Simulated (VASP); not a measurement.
# MgI2 (P-3m1) in VASP: notebook

Runs on MgI2. Level: LDA. Tasks: single point.

All numbers are computed with VASP 6.6.1; they aren't measurements. Logs are shortened: lines on timing, memory, paths and dates and some standing lists are left out, and cuts for length are marked.

### 1 The cell of the first run

Symmetry: P-3m1, No. 164, trigonal system. The conventional cell has a = 4.113 Å, b = 4.113 Å, c = 6.747 Å, α = 90.00°, β = 90.00°, γ = 120.00°. Mg (site symmetry -3m) has 6 I at 2.82 Å within 3.7 Å. I (site symmetry 3m) has 3 Mg at 2.82 Å within 3.7 Å.

### 2 Single point, LDA (atoms shifted along a free coordinate)

Input file INCAR:

```
PREC     = Accurate       # precision mode
ENCUT    = 520            # plane-wave cutoff, eV
EDIFF    = 1E-6           # SCF threshold, eV
ISMEAR   = 0              # smearing method
SIGMA    = 0.05           # smearing width, eV
LREAL    = F              # projectors in reciprocal space
LASPH    = T              # aspherical terms in the spheres
NELM     = 80             # most SCF steps
ALGO     = Normal         # electronic algorithm
ISIF     = 2              # what is computed and relaxed
LWAVE    = F              # write WAVECAR
LCHARG   = T              # write CHGCAR
GGA      = CA             # functional
LELF     = T              # ELF
LVHAR    = T            
NBANDS   = 15             # bands
```

Input file KPOINTS:

```
regular mesh
0
Gamma
  6 6 4
```

Input file POSCAR:

```
MgI2
1.0
    4.1134023628      0.0000000000      0.0000000000
   -2.0567011814      3.5623109422      0.0000000000
    0.0000000000      0.0000000000      6.7474938499
Mg I
1 2
Direct
    0.0000000000      0.0000000000      0.0000000000
    0.3333333333      0.6666666667      0.7747750392
    0.6666666667      0.3333333333      0.2252249608
```

Potentials or basis: VASP PAW LDA potentials, release 64 (Mg, I).

Started as:

```sh
$ cat potpaw_LDA.64/Mg/POTCAR potpaw_LDA.64/I/POTCAR > POTCAR
$ mpirun -np 1 vasp_std > vasp.out
```

OUTCAR:

```text
PREC = Accurate
   ENCUT = 520
   EDIFF = 1E-6
   ISMEAR = 0
   LREAL = F
   LASPH = T
   NELM = 80
   ISIF = 2
   GGA = CA

 ion  position               nearest neighbor table
   1  0.000  0.000  0.000-   2 2.82   3 2.82   3 2.82   2 2.82   3 2.82   2 2.82
   2  0.333  0.667  0.775-   1 2.82   1 2.82   1 2.82
   3  0.667  0.333  0.225-   1 2.82   1 2.82   1 2.82

  LATTYP: Found a hexagonal cell.
 ALAT       =     4.1134023628
 C/A-ratio  =     1.6403680590

  Lattice vectors:

 A1 = (   4.1134023628,   0.0000000000,   0.0000000000)
 A2 = (  -2.0567011814,   3.5623109422,   0.0000000000)
 A3 = (   0.0000000000,   0.0000000000,   6.7474938499)

Analysis of symmetry for initial positions (statically):
=====================================================================
 Subroutine PRICEL returns:
 Original cell was already a primitive cell.

 Routine SETGRP: Setting up the symmetry group for a
 hexagonal supercell.

 Subroutine GETGRP returns: Found 12 space group operations
 (whereof 12 operations were pure point group operations)
 out of a pool of 24 trial point group operations.

The static configuration has the point symmetry D_3d.

Analysis of symmetry for dynamics (positions and initial velocities):
=====================================================================
 Subroutine PRICEL returns:
 Original cell was already a primitive cell.

 Routine SETGRP: Setting up the symmetry group for a
 hexagonal supercell.

 Subroutine GETGRP returns: Found 12 space group operations
 (whereof 12 operations were pure point group operations)
 out of a pool of 24 trial point group operations.

The dynamic configuration has the point symmetry D_3d.

 Subroutine INISYM returns: Found 12 space group operations
 (whereof 12 operations are pure point group operations),
 and found     1 'primitive' translations

----------------------------------------------------------------------------------------

                                     Primitive cell

  volume of cell :      98.8725

  direct lattice vectors                    reciprocal lattice vectors
     4.113402363  0.000000000  0.000000000     0.243107752  0.140358326  0.000000000
    -2.056701181  3.562310942  0.000000000     0.000000000  0.280716652  0.000000000
     0.000000000  0.000000000  6.747493850     0.000000000  0.000000000  0.148203173

  length of vectors
     4.113402363  4.113402363  6.747493850     0.280716652  0.280716652  0.148203173

  position of ions in fractional coordinates (direct lattice)
     0.000000000  0.000000000  0.000000000
     0.333333333  0.666666667  0.774775039
     0.666666667  0.333333333  0.225224961

  ion indices of the primitive-cell ions
   primitive index   ion index
                 1           1
                 2           2
                 3           3

----------------------------------------------------------------------------------------

 KPOINTS: regular mesh

Automatic generation of k-mesh.
 Grid dimensions read from file:
 generate k-points for:    6    6    4

 Generating k-lattice:

  Cartesian coordinates                     Fractional coordinates (reciprocal lattice)
     0.040517959  0.023393054  0.000000000     0.166666667 -0.000000000  0.000000000
     0.000000000  0.046786109  0.000000000     0.000000000  0.166666667  0.000000000
     0.000000000  0.000000000  0.037050793     0.000000000  0.000000000  0.250000000

  Length of vectors
     0.046786109  0.046786109  0.037050793

  Shift w.r.t. Gamma in fractional coordinates (k-lattice)
     0.000000000  0.000000000  0.000000000

 Subroutine IBZKPT returns following result:
 ===========================================

 Found     24 irreducible k-points:

 Following reciprocal coordinates:
            Coordinates               Weight
  0.000000  0.000000  0.000000      1.000000
  0.166667  0.000000  0.000000      6.000000
  0.333333 -0.000000  0.000000      6.000000
  0.500000  0.000000  0.000000      3.000000
  0.166667  0.166667  0.000000      6.000000
  0.333333  0.166667  0.000000     12.000000
[... 16 lines left out ...]
  0.333333  0.166667  0.500000     12.000000
  0.333333  0.333333  0.500000      2.000000
   k-points           NKPTS =     24   k-points in BZ     NKDIM =     24   number of bands    NBANDS=     15
   number of dos      NEDOS =    301   number of ions     NIONS =      3
   total plane-waves  NPLWV =  51200
   dimension x,y,z NGX =    32 NGY =   32 NGZ =   50
   dimension x,y,z NGXF=    64 NGYF=   64 NGZF=  100
   ions per type =               1   2
   NGX,Y,Z   is equivalent  to a cutoff of  12.93, 12.93, 12.32 a.u.
   NGXF,Y,Z  is equivalent  to a cutoff of  25.87, 25.87, 24.64 a.u.
 SYSTEM =  unknown system
   PREC   = accura    normal or accurate (medium, high low for compatibility)
   ISTART =      0    job   : 0-new  1-cont  2-samecut
   ICHARG =      2    charge: 1-file 2-atom 10-const
   ISPIN  =      1    spin polarized calculation?
   LNONCOLLINEAR =      F non collinear calculations
   LSORBIT =      F    spin-orbit coupling
   LASPH  =      T    aspherical Exc in radial PAW
   ENCUT  =  520.0 eV  38.22 Ry    6.18 a.u.   7.65  7.65 12.55*2*pi/ulx,y,z
   NELM   =     80;   NELMIN=  2; NELMDL= -5     # of ELM steps
   EDIFF  = 0.1E-05   stopping-criterion for ELM
   LREAL  =      F    real-space projection
   EDIFFG = 0.1E-04   stopping-criterion for IOM
   NSW    =      0    number of steps for IOM
   IBRION =     -1    ionic relax: 0-MD 1-quasi-New 2-CG
   NFREE  =      0    steps in history (QN), initial steepest desc. (CG)
   ISIF   =      2    stress and relaxation
   ISYM   =      2    0-nonsym 1-usesym 2-fastsym
   POTIM  = 0.5000    time-step for ionic-motion
   TEBEG  =    0.0;   TEEND  =   0.0 temperature during run
   PSTRESS=    0.0 pullay stress
   NELECT =      16.0000    total number of electrons
   NUPDOWN=      -1.0000    fix difference up-down
   EMIN   =  10.00;   EMAX   =-10.00  energy-range for DOS
   EFERMI =   0.00;   METHOD = LEGACY
   ISMEAR =     0;   SIGMA  =   0.05  broadening in eV -4-tet -1-fermi 0-gaus
   EFERMI_NEDOS =   21; number of points for ismear=-14 and -15
   IALGO  =     38    algorithm
   IMIX   =      4    mixing-type and parameters
     AMIX     =   0.40;   BMIX     =  1.00
     AMIX_MAG =   1.60;   BMIX_MAG =  1.00
  volume/ion in A,a.u.               =      32.96       222.41
  Fermi-wavevector in a.u.,A,eV,Ry     =   0.892119  1.685861 10.828564  0.795877
  Thomas-Fermi vector in A             =   2.014027
   LORBIT       =      0    0 simple, 1 ext, 2 COOP (PROOUT), +10 PAW based schemes
   GGA     = CA    functional components
   LHFCALC =     F    Hartree Fock is set to
   AEXX    =    0.0000 exact exchange contribution
   IVDW    =     0    specifies the selected vdW correction
   LEPSILON=     F    determine dielectric tensor
   LRPA    =     F    only Hartree local field effects (RPA)
 non-spin polarized calculation
 Gauss-broadening in eV      SIGMA  =   0.05
  energy-cutoff  :      520.00
  volume of cell :       98.87
 maximum number of plane-waves:      2702
 NGX is ok and might be reduce to    32
   NGX = 15   NGY = 15   NGZ = 25

 number of electron      16.0000000 magnetization

 Free energy of the ion-electron system (eV)
  ---------------------------------------------------
  ext. energy  EPLUGINS =         0.00000000
  ---------------------------------------------------
  free energy    TOTEN  =        -8.99852777 eV

  energy without entropy =       -8.99852777  energy(sigma->0) =       -8.99852777

 E-fermi :   2.8287     XC(G=0):  -8.6338

 val. band max:        2.5860970147   @ k =   0.0000   0.0000   0.0000
 cond. band min:       5.8954048063   @ k =   0.5000   0.0000   0.0000
 fundamental gap:      3.3093077917
 Fermi energy:         2.8286559251

 k-point     1 :       0.0000    0.0000    0.0000
  band No.  band energies     occupation
      1     -10.0052      2.00000
      2      -9.0453      2.00000
      3      -1.2011      2.00000
      4       1.7581      2.00000
      5       1.7581      2.00000
      6       2.2633      2.00000
      7       2.2633      2.00000
      8       2.5861      2.00000
      9       6.2457      0.00000
     10       6.9468      0.00000
     11       8.8984      0.00000
     12       8.8984      0.00000
     13       9.8023      0.00000
     14      10.3662      0.00000
     15      10.3662      0.00000

 k-point     2 :       0.1667    0.0000    0.0000
  band No.  band energies     occupation
      1      -9.8442      2.00000
      2      -8.9759      2.00000
      3      -1.0224      2.00000
      4       0.6669      2.00000
      5       1.3849      2.00000
      6       1.4030      2.00000
      7       2.2355      2.00000
      8       2.5148      2.00000
      9       7.1561      0.00000
     10       7.6184      0.00000
     11       8.5307      0.00000
     12       9.3983      0.00000
     13       9.6157      0.00000
     14      10.4536      0.00000
     15      10.7784      0.00000

 k-point     3 :       0.3333   -0.0000    0.0000
  band No.  band energies     occupation
      1      -9.4512      2.00000
      2      -8.8659      2.00000
      3      -1.0711      2.00000
      4      -0.4768      2.00000
      5       0.4452      2.00000
      6       0.9163      2.00000
      7       2.0351      2.00000
      8       2.0769      2.00000
      9       6.3290      0.00000
     10       7.8861      0.00000
     11       8.6048      0.00000
     12       9.7267      0.00000
     13      10.4569      0.00000
     14      11.0835      0.00000
     15      11.3183      0.00000
[... 343 lines left out ...]
 k-point    23 :       0.3333    0.1667    0.5000
  band No.  band energies     occupation
      1      -9.1393      2.00000
      2      -8.9026      2.00000
      3      -1.3945      2.00000
      4      -0.8256      2.00000
      5       0.1149      2.00000
      6       0.8246      2.00000
      7       1.7146      2.00000
      8       1.9672      2.00000
      9       6.9306      0.00000
     10       8.1087      0.00000
     11       8.8673      0.00000
     12       9.3145      0.00000
     13       9.5968      0.00000
     14      10.7787      0.00000
     15      11.3570      0.00000

 k-point    24 :       0.3333    0.3333    0.5000
  band No.  band energies     occupation
      1      -8.9452      2.00000
      2      -8.9452      2.00000
      3      -1.2147      2.00000
      4      -0.6647      2.00000
      5      -0.6647      2.00000
      6       0.1384      2.00000
      7       1.9544      2.00000
      8       1.9544      2.00000
      9       7.6779      0.00000
     10       8.4925      0.00000
     11       8.4925      0.00000
     12       9.8297      0.00000
     13      10.5759      0.00000
     14      10.8483      0.00000
     15      10.9262      0.00000

------------------------ aborting loop because EDIFF is reached ----------------------------------------

  FORCE on cell =-STRESS in cart. coord.  units (eV):
  Direction    XX          YY          ZZ          XY          YZ          ZX
  --------------------------------------------------------------------------------------
  -------------------------------------------------------------------------------------
  Total        0.7234528      0.7234528      1.8320724      0.0000000      0.0000000      0.0000000
  in kB       11.7231759     11.7231759     29.6877786      0.0000000      0.0000000      0.0000000
  external PRESSURE =      17.7113768 kB  Pullay stress =       0.0000000 kB

 VOLUME and BASIS-vectors are now :
 -----------------------------------------------------------------------------
  energy-cutoff  :      520.00
  volume of cell :       98.87
      direct lattice vectors                 reciprocal lattice vectors
     4.113402363  0.000000000  0.000000000     0.243107752  0.140358326  0.000000000
    -2.056701181  3.562310942  0.000000000     0.000000000  0.280716652  0.000000000
     0.000000000  0.000000000  6.747493850     0.000000000  0.000000000  0.148203173

 POSITION                                       TOTAL-FORCE (eV/Angst)
 -----------------------------------------------------------------------------------
      0.00000      0.00000      0.00000        -0.000000      0.000000      0.000000
     -0.00000      2.37487      5.22779        -0.000000     -0.000000     -0.748151
      2.05670      1.18744      1.51970         0.000000      0.000000      0.748151
 -----------------------------------------------------------------------------------
    total drift:                                0.000000     -0.000000     -0.000000

  FREE ENERGIE OF THE ION-ELECTRON SYSTEM (eV)
  ---------------------------------------------------
  free  energy   TOTEN  =        -8.9985277724 eV

  energy  without entropy=       -8.9985277724  energy(sigma->0) =       -8.99852777
```

Wall time 43 s (1 thread of Intel Xeon 8259CL, shared host); peak memory 0.19 GiB.

Results:

```yaml
Free_energy: -8.9985 eV
Pressure: 1.8 GPa
Largest_force: 0.748 eV/Å
Band_gap_on_the_k_mesh: 3.31 eV (least direct gap 3.66 eV)
```

Forces in eV/Å, atoms in the order of the input:
```
Mg   0.000  0.000  0.000
I    0.000  0.000 -0.748
I    0.000  0.000  0.748
```

Levels at points of the mesh, in eV from the valence-band top:
```tsv
k point	band 6	band 7	band 8	band 9	band 10	band 11
(0.00, 0.00, 0.00)	-0.32	-0.32	0.00	3.66	4.36	6.31
(0.50, 0.00, 0.00)	-1.87	-0.99	-0.67	3.31	5.17	5.53
(0.00, 0.00, 0.50)	-0.76	-0.39	-0.39	4.46	4.50	6.15
(0.50, 0.00, 0.50)	-1.30	-0.89	-0.85	3.41	5.10	5.52
```

Caveat: the cell differs from its parent crystal (atoms shifted along a free coordinate); spin-orbit coupling is left out, which moves the levels of the heavy elements. A k mesh can miss the band edges.

### 3 Single point, LDA (atoms shifted along a free coordinate)

Input file INCAR:

```
SYSTEM = MgI2
PREC = Accurate
ENCUT = 520
EDIFF = 1E-7
ISMEAR = 0
SIGMA = 0.05
LREAL = .False.
LASPH = .True.
NELM = 100
ALGO = Normal
ISIF = 2
LWAVE = .False.
LCHARG = .False.
NBANDS = 15
```

Input file KPOINTS:

```
Automatic mesh
0
Gamma
  6 6 4
  0 0 0
```

Input file POSCAR:

```
MgI2
1.0
    4.1134023628      0.0000000000      0.0000000000
   -2.0567011814      3.5623109422      0.0000000000
    0.0000000000      0.0000000000      6.7474938499
Mg I
1 2
Direct
    0.0000000000      0.0000000000      0.0000000000
    0.3333333333      0.6666666667      0.7373977874
    0.6666666667      0.3333333333      0.2626022126
```

Potentials or basis: VASP PAW LDA potentials, release 64 (Mg, I).

Started as:

```sh
$ cat potpaw_LDA.64/Mg/POTCAR potpaw_LDA.64/I/POTCAR > POTCAR
$ mpirun -np 1 vasp_std > vasp.out
```

Wall time 45 s (1 thread of Intel Xeon 8259CL, shared host); peak memory 0.19 GiB.

Results (log left out):

| Item | Value |
| --- | --- |
| Free energy | -9.0072 eV |
| Pressure | -2.3 GPa |
| Largest force | 0.646 eV/Å |
| Band gap on the k mesh | 3.18 eV (least direct gap 3.25 eV) |

Forces in eV/Å, atoms in the order of the input:
```
Mg   0.000  0.000  0.000
I    0.000  0.000  0.646
I    0.000  0.000 -0.646
```

Stress tensor (GPa, compression positive):
```
-1.86  0.00  0.00
 0.00 -1.86  0.00
 0.00  0.00 -3.15
```

Levels at points of the mesh, in eV from the valence-band top:
| k point | band 5 | band 6 | band 7 | band 8 | band 9 | band 10 | band 11 | band 12 |
| --- | --- | --- | --- | --- | --- | --- | --- | --- |
| (0.00, 0.00, 0.00) | -0.41 | -0.03 | 0.00 | 0.00 | 3.25 | 4.68 | 6.73 | 6.73 |
| (0.50, 0.00, 0.00) | -2.22 | -1.37 | -1.17 | -0.42 | 3.48 | 4.98 | 5.00 | 6.52 |
| (0.00, 0.00, 0.50) | -0.21 | -0.21 | -0.20 | -0.20 | 4.56 | 4.74 | 6.47 | 6.47 |
| (0.50, 0.00, 0.50) | -1.15 | -1.04 | -0.98 | -0.86 | 3.18 | 4.67 | 5.47 | 5.67 |

Caveat: the cell differs from its parent crystal (atoms shifted along a free coordinate); spin-orbit coupling is left out, which moves the levels of the heavy elements. A k mesh can miss the band edges.
